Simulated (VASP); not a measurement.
A run of VASP 6.6.1:

INCAR

```
PREC = Accurate ; ENCUT = 500
EDIFF = 1E-6 ; ISMEAR = 0
SIGMA = 0.1 ; LREAL = F
LASPH = T ; NELM = 200
ALGO = Normal ; ISIF = 2
LWAVE = F ; LCHARG = F
ISPIN = 2 ; MAGMOM = 0 0
LORBIT = 11 ; GGA = RP
IVDW = 12 ; NBANDS = 15
GGA_COMPAT = F
```

Contents of KPOINTS:

```
Automatic mesh
0
Gamma
  2 2 2
```

Contents of POSCAR:

```
AlP
1.0
    0.0000000000      2.7364837130      2.7364837130
    2.7364837130      0.0000000000      2.7364837130
    2.7364837130      2.7364837130      0.0000000000
Al P
1 1
Direct
    0.0000000000      0.0000000000      0.0000000000
    0.7500000000      0.7500000000      0.7500000000
```

Potentials or basis: VASP PAW PBE potentials, release 64 (Al, P).

Launch:

```sh
$ cat potpaw_PBE.64/Al/POTCAR potpaw_PBE.64/P/POTCAR > POTCAR
$ mpirun -np 1 vasp_std > vasp.out
```

Hardware: 1 thread of Intel(R) Xeon(R) Platinum 8488C (Sapphire Rapids) (shared host).

Q: Estimate the wall time of this run.

A: Wall time 6.2 s on 1 thread of Intel(R) Xeon(R) Platinum 8488C (Sapphire Rapids) (shared host), peak memory 0.16 GiB. Counts: scf iterations 14, k points 3.
